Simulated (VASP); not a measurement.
# C3O (Cmmm) in VASP: further runs

The runs below take C3O through single point, relaxation of cell and atoms, with PBE+D3(BJ).

All numbers are computed with VASP 6.6.1; they aren't measurements. Logs are shortened: lines on timing, memory, paths and dates and some standing lists are left out, and cuts for length are marked.

### 1 The cell of the first run

It takes space group Cmmm (No. 65, orthorhombic). The conventional cell has a = 2.901 Å, b = 4.030 Å, c = 7.962 Å, α = 90.00°, β = 90.00°, γ = 90.00°. C (site symmetry mm2) has 10 C at 2.41 to 2.90 Å and 4 O at 2.51 to 2.88 Å within 3.2 Å. Within 3.2 Å of C (site symmetry mmm) lie 14 C at 2.41 to 2.90 Å. O (site symmetry mmm) has 6 O at 2.48 to 2.90 Å and 8 C at 2.51 to 2.88 Å within 3.3 Å.

The cell was generated, and may not be a known phase.

### 2 Single point, PBE+D3(BJ)

File INCAR:

```
ALGO = Fast ; EDIFF = 1E-6
ENCUT = 520 ; GGA = PE
ISIF = 2 ; ISMEAR = 0
IVDW = 12 ; LASPH = True
LCHARG = False ; LREAL = False
LWAVE = False ; NBANDS = 17
NELM = 100 ; PREC = Accurate
SIGMA = 0.1
```

File KPOINTS:

```
k-points
0
Gamma
  8 8 2
```

File POSCAR:

```
C3O
1.0
    1.4505693300     -2.0148353900      0.0000000000
    1.4505693300      2.0148353900      0.0000000000
    0.0000000000      0.0000000000      7.9618748400
C O
3 1
Direct
    0.5000000000      0.5000000000      0.7422130100
    0.0000000000      0.0000000000      0.5000000000
    0.5000000000      0.5000000000      0.2577869900
    0.0000000000      0.0000000000      0.0000000000
```

Potentials or basis: VASP PAW PBE potentials, release 64 (C, O).

Run with:

```sh
$ cat potpaw_PBE.64/C/POTCAR potpaw_PBE.64/O/POTCAR > POTCAR
$ mpirun -np 1 vasp_std > vasp.out
```

OUTCAR:

```text
EDIFF = 1E-6
   ENCUT = 520
   GGA = PE
   ISIF = 2
   ISMEAR = 0
   IVDW = 12
   LASPH = True
   LREAL = False
   NELM = 100
   PREC = Accurate
 IVDW          = 12

 ion  position               nearest neighbor table
   1  0.500  0.500  0.742-
   2  0.000  0.000  0.500-
   3  0.500  0.500  0.258-
   4  0.000  0.000  0.000-

  LATTYP: Found a base centered orthorhombic cell.
 ALAT       =     2.9011386600
 B/A-ratio  =     1.3889962709
 C/A-ratio  =     2.7443965191

  Lattice vectors:

 A1 = (   1.4505693300,  -2.0148353900,   0.0000000000)
 A2 = (   1.4505693300,   2.0148353900,   0.0000000000)
 A3 = (   0.0000000000,   0.0000000000,   7.9618748400)

Analysis of symmetry for initial positions (statically):
=====================================================================
 Subroutine PRICEL returns:
 Original cell was already a primitive cell.

 Routine SETGRP: Setting up the symmetry group for a
 base centered orthorhombic supercell.

 Subroutine GETGRP returns: Found  8 space group operations
 (whereof  8 operations were pure point group operations)
 out of a pool of  8 trial point group operations.

The static configuration has the point symmetry D_2h.

Analysis of symmetry for dynamics (positions and initial velocities):
=====================================================================
 Subroutine PRICEL returns:
 Original cell was already a primitive cell.

 Routine SETGRP: Setting up the symmetry group for a
 base centered orthorhombic supercell.

 Subroutine GETGRP returns: Found  8 space group operations
 (whereof  8 operations were pure point group operations)
 out of a pool of  8 trial point group operations.

The dynamic configuration has the point symmetry D_2h.

 Subroutine INISYM returns: Found  8 space group operations
 (whereof  8 operations are pure point group operations),
 and found     1 'primitive' translations

----------------------------------------------------------------------------------------

                                     Primitive cell

  volume of cell :      46.5397

  direct lattice vectors                    reciprocal lattice vectors
     1.450569330 -2.014835390  0.000000000     0.344692246 -0.248159231  0.000000000
     1.450569330  2.014835390  0.000000000     0.344692246  0.248159231  0.000000000
     0.000000000  0.000000000  7.961874840     0.000000000  0.000000000  0.125598558

  length of vectors
     2.482682628  2.482682628  7.961874840     0.424730206  0.424730206  0.125598558

  position of ions in fractional coordinates (direct lattice)
     0.500000000  0.500000000  0.742213010
     0.000000000  0.000000000  0.500000000
     0.500000000  0.500000000  0.257786990
     0.000000000  0.000000000  0.000000000

  ion indices of the primitive-cell ions
   primitive index   ion index
                 1           1
                 2           2
                 3           3
                 4           4

----------------------------------------------------------------------------------------

 KPOINTS: k-points

Automatic generation of k-mesh.
 Grid dimensions read from file:
 generate k-points for:    8    8    2

 Generating k-lattice:

  Cartesian coordinates                     Fractional coordinates (reciprocal lattice)
     0.043086531 -0.031019904  0.000000000     0.125000000 -0.000000000  0.000000000
     0.043086531  0.031019904  0.000000000    -0.000000000  0.125000000  0.000000000
     0.000000000  0.000000000  0.062799279     0.000000000  0.000000000  0.500000000

  Length of vectors
     0.053091276  0.053091276  0.062799279

  Shift w.r.t. Gamma in fractional coordinates (k-lattice)
     0.000000000  0.000000000  0.000000000

 Subroutine IBZKPT returns following result:
 ===========================================

 Found     42 irreducible k-points:

 Following reciprocal coordinates:
            Coordinates               Weight
  0.000000  0.000000  0.000000      1.000000
  0.125000  0.000000  0.000000      4.000000
  0.250000  0.000000  0.000000      4.000000
  0.375000 -0.000000  0.000000      4.000000
  0.500000  0.000000  0.000000      2.000000
  0.125000  0.125000  0.000000      2.000000
[... 16 lines left out ...]
  0.125000  0.000000  0.500000      4.000000
  0.250000  0.000000  0.500000      4.000000
 [... further k-points ...]
   k-points           NKPTS =     42   k-points in BZ     NKDIM =     42   number of bands    NBANDS=     17
   number of dos      NEDOS =    301   number of ions     NIONS =      4
   total plane-waves  NPLWV =  19440
   dimension x,y,z NGX =    18 NGY =   18 NGZ =   60
   dimension x,y,z NGXF=    36 NGYF=   36 NGZF=  120
   ions per type =               3   1
   NGX,Y,Z   is equivalent  to a cutoff of  12.05, 12.05, 12.53 a.u.
   NGXF,Y,Z  is equivalent  to a cutoff of  24.11, 24.11, 25.06 a.u.
 SYSTEM =  unknown system
   PREC   = accura    normal or accurate (medium, high low for compatibility)
   ISTART =      0    job   : 0-new  1-cont  2-samecut
   ICHARG =      2    charge: 1-file 2-atom 10-const
   ISPIN  =      1    spin polarized calculation?
   LNONCOLLINEAR =      F non collinear calculations
   LSORBIT =      F    spin-orbit coupling
   LASPH  =      T    aspherical Exc in radial PAW
   ENCUT  =  520.0 eV  38.22 Ry    6.18 a.u.   4.62  4.62 14.80*2*pi/ulx,y,z
   NELM   =    100;   NELMIN=  2; NELMDL= -5     # of ELM steps
   EDIFF  = 0.1E-05   stopping-criterion for ELM
   LREAL  =      F    real-space projection
[... 7 lines left out ...]
   TEBEG  =    0.0;   TEEND  =   0.0 temperature during run
   PSTRESS=    0.0 pullay stress
   NELECT =      18.0000    total number of electrons
   NUPDOWN=      -1.0000    fix difference up-down
   EMIN   =  10.00;   EMAX   =-10.00  energy-range for DOS
   EFERMI =   0.00;   METHOD = LEGACY
   ISMEAR =     0;   SIGMA  =   0.10  broadening in eV -4-tet -1-fermi 0-gaus
   EFERMI_NEDOS =   21; number of points for ismear=-14 and -15
   IALGO  =     68    algorithm
   IMIX   =      4    mixing-type and parameters
     AMIX     =   0.40;   BMIX     =  1.00
     AMIX_MAG =   1.60;   BMIX_MAG =  1.00
  volume/ion in A,a.u.               =      11.63        78.52
  Fermi-wavevector in a.u.,A,eV,Ry     =   1.192773  2.254014 19.357116  1.422708
  Thomas-Fermi vector in A             =   2.328803
   LORBIT       =      0    0 simple, 1 ext, 2 COOP (PROOUT), +10 PAW based schemes
   GGA     = PE    functional components
   LHFCALC =     F    Hartree Fock is set to
   AEXX    =    0.0000 exact exchange contribution
   IVDW    =    12    specifies the selected vdW correction
   LEPSILON=     F    determine dielectric tensor
   LRPA    =     F    only Hartree local field effects (RPA)
 non-spin polarized calculation
 RMM-DIIS sequential band-by-band and
 Gauss-broadening in eV      SIGMA  =   0.10
  energy-cutoff  :      520.00
  volume of cell :       46.54
 maximum number of plane-waves:      1275
   NGX =  9   NGY =  9   NGZ = 29

 number of electron      17.9999999 magnetization

 Free energy of the ion-electron system (eV)
  ---------------------------------------------------
  ext. energy  EPLUGINS =         0.00000000
  ---------------------------------------------------
  free energy    TOTEN  =       -14.88423524 eV

  energy without entropy =      -14.86281734  energy(sigma->0) =      -14.87352629

 E-fermi :   1.3283     XC(G=0): -10.3964

 val. band max:        1.3224215573   @ k =   0.5000   0.0000   0.5000
 cond. band min:       1.3284775932   @ k =  -0.3750   0.3750   0.5000
 fundamental gap:      0.0060560359
 Fermi energy:         1.3283480590

 k-point     1 :       0.0000    0.0000    0.0000
  band No.  band energies     occupation
      1     -15.9633      2.00000
      2     -11.8122      2.00000
      3     -10.2536      2.00000
      4      -7.1796      2.00000
      5      -2.9151      2.00000
      6       1.3556      0.69988
[... 9 lines left out ...]
     16       6.2910      0.00000
     17      15.8584      0.00000

 k-point     2 :       0.1250    0.0000    0.0000
  band No.  band energies     occupation
      1     -15.7968      2.00000
      2     -11.4848      2.00000
      3      -9.9353      2.00000
      4      -6.9506      2.00000
      5      -2.6190      2.00000
      6       0.9480      2.00000
[... 9 lines left out ...]
     16       6.1295      0.00000
     17      16.4682      0.00000

 k-point     3 :       0.2500    0.0000    0.0000
  band No.  band energies     occupation
      1     -15.3636      2.00000
      2     -10.5185      2.00000
      3      -9.0068      2.00000
      4      -6.3616      2.00000
      5      -1.7728      2.00000
      6      -0.4386      2.00000
[... 9 lines left out ...]
     16       5.9028      0.00000
     17      17.5214      0.00000

 k-point     4 :       0.3750   -0.0000    0.0000
  band No.  band energies     occupation
      1     -14.8742      2.00000
      2      -8.9807      2.00000
      3      -7.6054      2.00000
      4      -5.9841      2.00000
      5      -2.1484      2.00000
      6      -1.7492      2.00000
[... 9 lines left out ...]
     16       5.7218      0.00000
     17      17.1279      0.00000
[... 343 lines left out ...]
      1     -15.9600      2.00000
      2     -11.9375      2.00000
      3      -9.8789      2.00000
      4      -7.7000      2.00000
      5      -1.3720      2.00000
      6      -1.0297      2.00000
[... 9 lines left out ...]
     16       6.2910      0.00000
     17      16.1348      0.00000

 k-point    23 :       0.1250    0.0000    0.5000
  band No.  band energies     occupation
      1     -15.7942      2.00000
      2     -11.6017      2.00000
      3      -9.5863      2.00000
      4      -7.4227      2.00000
      5      -1.2309      2.00000
      6      -0.9193      2.00000
[... 9 lines left out ...]
     16       6.1344      0.00000
     17      16.6177      0.00000

 k-point    24 :       0.2500    0.0000    0.5000
  band No.  band energies     occupation
      1     -15.3622      2.00000
      2     -10.6090      2.00000
      3      -8.7442      2.00000
      4      -6.6620      2.00000
      5      -1.3159      2.00000
      6      -1.0056      2.00000
[... 9 lines left out ...]
     16       5.9777      0.00000
     17      17.4259      0.00000

 [... further k-points ...]

------------------------ aborting loop because EDIFF is reached ----------------------------------------

 Edisp (eV)   -0.76260

 E8    (eV) :    -0.2131

  FORCE on cell =-STRESS in cart. coord.  units (eV):
  Direction    XX          YY          ZZ          XY          YZ          ZX
  --------------------------------------------------------------------------------------
  -------------------------------------------------------------------------------------
  Total      -8.41020    -8.49031    -9.54391     0.00000     0.00000     0.00000
  in kB    -289.53008  -292.28790  -328.55895     0.00000     0.00000     0.00000
  external pressure =     -303.46 kB  Pullay stress =        0.00 kB

 VOLUME and BASIS-vectors are now :
 -----------------------------------------------------------------------------
  energy-cutoff  :      520.00
  volume of cell :       46.54
      direct lattice vectors                 reciprocal lattice vectors
     1.450569330 -2.014835390  0.000000000     0.344692246 -0.248159231  0.000000000
     1.450569330  2.014835390  0.000000000     0.344692246  0.248159231  0.000000000
     0.000000000  0.000000000  7.961874840     0.000000000  0.000000000  0.125598558

 POSITION                                       TOTAL-FORCE (eV/Angst)
 -----------------------------------------------------------------------------------
      1.45057      0.00000      5.90941         0.000000     -0.000000     -0.446011
      0.00000      0.00000      3.98094         0.000000     -0.000000      0.000000
      1.45057      0.00000      2.05247         0.000000     -0.000000      0.446011
      0.00000      0.00000      0.00000         0.000000      0.000000      0.000000
 -----------------------------------------------------------------------------------
    total drift:                                0.000000      0.000000      0.000000

  FREE ENERGIE OF THE ION-ELECTRON SYSTEM (eV)
  ---------------------------------------------------
  free  energy   TOTEN  =       -15.6468394716 eV

  energy  without entropy=      -15.6254215792  energy(sigma->0) =      -15.63613053
```

Wall time 18 s (1 thread of Oxide Virtual Turin-like, shared host); peak memory 0.13 GiB.

Results:

```
Free energy                : -15.6468 eV
Pressure                   : -30.3 GPa
Largest force              : 0.446 eV/Å
Band gap on the k mesh     : zero (bands 9 and 10 overlap by 3.56 eV)
Dispersion energy per atom : -0.191 eV
```

Forces on the atoms (eV/Å):
```
C    0.000  0.000 -0.446
C    0.000  0.000  0.000
C    0.000  0.000  0.446
O    0.000  0.000  0.000
```

Caveat: the k points lie up to 0.39 Å⁻¹ apart, too coarse for converged energies and pressures of a metal.

### 3 Single point, PBE+D3(BJ)

This run uses another cell than the first one, of 9.03 Å³/atom.

File INCAR:

```
PREC = Accurate ; ENCUT = 520
EDIFF = 1E-7 ; ISMEAR = 0
SIGMA = 0.1 ; LREAL = False
LASPH = True ; NELM = 100
ALGO = Fast ; ISIF = 2
LWAVE = False ; LCHARG = True
GGA = PE ; IVDW = 12
LELF = True ; LVHAR = True
NBANDS = 17
```

File KPOINTS:

```
regular mesh
0
Gamma
  8 8 4
```

File POSCAR:

```
C3O
1.0
    1.1655998046     -3.3150351834      0.0000000000
    1.1655998046      3.3150351834      0.0000000000
    0.0000000000      0.0000000000      4.6751628135
C O
3 1
Direct
    0.5000000000      0.5000000000      0.7094759930
    0.0000000000      0.0000000000      0.5000000000
    0.5000000000      0.5000000000      0.2905240070
    0.0000000000      0.0000000000      0.0000000000
```

Potentials or basis: VASP PAW PBE potentials, release 64 (C, O).

Run with:

```sh
$ cat potpaw_PBE.64/C/POTCAR potpaw_PBE.64/O/POTCAR > POTCAR
$ mpirun -np 1 vasp_std > vasp.out
```

It took 49 s on 1 thread of Oxide Virtual Turin-like, shared host; peak memory 0.16 GiB.

Results (log left out):

```yaml
Free_energy: -24.7179 eV
Pressure: 0.3 GPa
Largest_force: 0.054 eV/Å
Band_gap_on_the_k_mesh: zero (bands 9 and 10 overlap by 3.57 eV)
Dispersion_energy_per_atom: -0.104 eV
```

Forces in eV/Å, atoms in the order of the input:
```
C    0.000  0.000  0.054
C    0.000  0.000  0.000
C    0.000  0.000 -0.054
O    0.000  0.000  0.000
```

Stress tensor (GPa, compression positive):
```
0.35 0.00 0.00
0.00 0.00 0.00
0.00 0.00 0.40
```

Levels at points of the mesh, in eV from the Fermi level:
```csv
k point,band 6,band 7,band 8,band 9,band 10,band 11,band 12,band 13
"(0.00, 0.00, 0.00)",-4.37,-2.85,-1.43,-0.95,-0.25,2.64,5.03,5.59
"(0.50, 0.00, 0.00)",-6.94,-3.35,-1.85,-1.24,-0.30,1.19,3.72,4.38
"(0.50, 0.50, 0.00)",-4.31,-3.86,-1.95,-1.45,-0.54,2.58,5.98,6.61
"(0.00, 0.00, 0.50)",-4.93,-4.36,-3.18,1.68,2.01,3.96,4.56,6.44
"(0.50, 0.00, 0.50)",-4.16,-3.15,-2.83,-2.46,-1.50,-0.65,0.53,7.92
"(0.50, 0.50, 0.50)",-6.40,-4.41,-3.22,0.79,2.39,4.52,4.82,5.83
```

### 4 Single point, PBE+D3(BJ), collinear spin, ferromagnetic start

This run uses another cell than the first one, of 8.63 Å³/atom.

File INCAR:

```
PREC = Accurate
ENCUT = 520
EDIFF = 1E-6
ISMEAR = 0
SIGMA = 0.1
LREAL = False
LASPH = True
NELM = 150
ALGO = Normal
ISIF = 2
LWAVE = False
LCHARG = False
ISPIN = 2
MAGMOM = 1 1 1 1
LORBIT = 11
GGA = PE
IVDW = 12
NBANDS = 21
```

File KPOINTS:

```
regular mesh
0
Gamma
  8 8 2
```

File POSCAR:

```
C3O
1.0
    1.1590840970     -3.1444129959      0.0000000000
    1.1590840970      3.1444129959      0.0000000000
    0.0000000000      0.0000000000      4.7349546390
C O
3 1
Direct
    0.5000000000      0.5000000000      0.7117373909
    0.0000000000      0.0000000000      0.5000000000
    0.5000000000      0.5000000000      0.2882626091
    0.0000000000      0.0000000000      0.0000000000
```

Run with:

```sh
$ cat potpaw_PBE.64/C/POTCAR potpaw_PBE.64/O/POTCAR > POTCAR
$ mpirun -np 1 vasp_std > vasp.out
```

It took 40 s on 1 thread of Oxide Virtual Turin-like, shared host; peak memory 0.18 GiB.

Results (log left out):

| Property | Result |
| --- | --- |
| Free energy | -24.7061 eV |
| Pressure | 0.3 GPa |
| Largest force | 0.035 eV/Å |
| Band gap on the k mesh | zero (filled and empty bands overlap) |
| Net moment | 0.00 μB per cell |
| Valence electrons inside the program's atomic spheres | C 2.25, 2.53 (each value once); O 4.86 |
| Dispersion energy per atom | -0.110 eV |

Forces on the atoms (eV/Å):
```
C    0.000  0.000  0.035
C    0.000  0.000  0.000
C    0.000  0.000 -0.035
O    0.000  0.000  0.000
```

Stress tensor (GPa, compression positive):
```
0.43 0.00 0.00
0.00 0.10 0.00
0.00 0.00 0.35
```

Levels at points of the mesh, in eV from the Fermi level:
Spin up:
| k point | band 5 | band 6 | band 7 | band 8 | band 9 | band 10 | band 11 | band 12 | band 13 | band 14 |
| --- | --- | --- | --- | --- | --- | --- | --- | --- | --- | --- |
| (0.00, 0.00, 0.00) | -4.45 | -4.37 | -2.34 | -0.89 | -0.70 | 0.24 | 3.09 | 5.74 | 5.91 | 7.37 |
| (0.50, 0.00, 0.00) | -9.78 | -6.67 | -2.91 | -1.43 | -1.03 | -0.15 | 1.44 | 3.69 | 4.67 | 8.75 |
| (0.50, 0.50, 0.00) | -4.53 | -4.28 | -3.72 | -2.02 | -0.94 | -0.20 | 3.00 | 6.37 | 6.69 | 9.12 |
| (0.00, 0.00, 0.50) | -5.19 | -4.31 | -3.67 | -2.61 | 2.07 | 2.24 | 4.36 | 4.95 | 6.77 | 6.95 |
| (0.50, 0.00, 0.50) | -7.29 | -3.88 | -2.72 | -2.49 | -2.39 | -1.09 | -0.48 | 0.81 | 8.08 | 11.31 |
| (0.50, 0.50, 0.50) | -7.76 | -6.24 | -3.76 | -2.67 | 0.87 | 2.66 | 4.89 | 5.21 | 5.65 | 9.34 |
Spin down:
```
           k point  band 6  band 7  band 8  band 9  band 10  band 11  band 12  band 13
(0.00, 0.00, 0.00)   -4.37   -2.34   -0.89   -0.70     0.24     3.09     5.74     5.91
(0.50, 0.00, 0.00)   -6.67   -2.91   -1.43   -1.03    -0.15     1.43     3.69     4.67
(0.50, 0.50, 0.00)   -4.28   -3.72   -2.02   -0.94    -0.20     3.00     6.37     6.69
(0.00, 0.00, 0.50)   -4.31   -3.67   -2.61    2.07     2.24     4.36     4.95     6.77
(0.50, 0.00, 0.50)   -3.88   -2.72   -2.49   -2.39    -1.09    -0.48     0.81     8.08
(0.50, 0.50, 0.50)   -6.24   -3.76   -2.67    0.87     2.66     4.89     5.21     5.65
```

Caveat: the k points lie up to 0.66 Å⁻¹ apart, too coarse for converged energies and pressures of a metal.

(Continued in part 2 of 2.)

The gap in the log of VASP goes by the Fermi energy; the results here count the filled bands.